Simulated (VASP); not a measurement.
Here is a VASP 6.6.1 calculation.

INCAR

```
SYSTEM = HC6
  PREC = Accurate
  ENCUT = 520
  EDIFF = 1E-7
  ISMEAR = 0
  SIGMA = 0.1
  LREAL = .False.
  LASPH = .True.
  NELM = 80
  ALGO = Normal
  ISIF = 2
  LWAVE = .False.
  LCHARG = .True.
  LDIPOL = .True.
  IDIPOL = 3
  DIPOL = 0.5 0.5 0.307
  GGA = CA
  LELF = .True.
  LVHAR = .True.
  LVACPOTAV = .True.
  NBANDS = 38
```

File KPOINTS:

```
Automatic mesh
0
Gamma
  6 3 1
  0 0 0
```

POSCAR

```
HC6
1.0
    4.8889075235      0.0000000000      0.0000000000
   -1.2222268809      8.7842777898      0.0000000000
    0.0000000000      0.0000000000     22.7472999250
C H
12 2
Direct
    0.0193593843      0.0774375370      0.1758450459
    0.5193593842      0.0774375370      0.1758450459
    0.2741992303      0.0967969212      0.2059521363
    0.7741992303      0.0967969212      0.2059521363
    0.2838789224      0.1355156897      0.2661663168
    0.7838789224      0.1355156897      0.2661663168
    0.0386178296      0.1544718076      0.2954947895
    0.5386178296      0.1544718076      0.2954947895
    0.0488209147      0.1952857701      0.3583563417
    0.5488209147      0.1952857701      0.3583563417
    0.3031079910      0.2124325380      0.3845423393
    0.8031079910      0.2124325380      0.3845423393
    0.0488209147      0.1434755077      0.4605953216
    0.0488209147      0.2470960325      0.4605953216
```

Potentials or basis: VASP PAW LDA potentials, release 64 (C, H).

The run is started by

```bash
$ cat potpaw_LDA.64/C/POTCAR potpaw_LDA.64/H/POTCAR > POTCAR
$ mpirun -np 1 vasp_std > vasp.out
```

**Question.** Estimate the band gap on the k mesh.

**Answer.** 0.05 eV.

**Question.** Predict the largest force.

**Answer.** 3.147 eV/Å.

Forces on the atoms (eV/Å):
```
C   -0.004  0.361  1.627
C    0.004  0.451  1.535
C    0.059 -0.790 -3.044
C   -0.059 -0.794 -3.045
C    0.157  0.293  1.233
C   -0.156  0.302  1.242
C    0.005  0.367  0.520
C   -0.003  0.086  0.156
C   -0.004  0.062 -0.176
C    0.008 -0.175 -0.788
C    0.144 -0.292  0.570
C   -0.122 -0.125  0.635
H   -0.084  2.468 -0.139
H    0.056 -2.214 -0.328
```
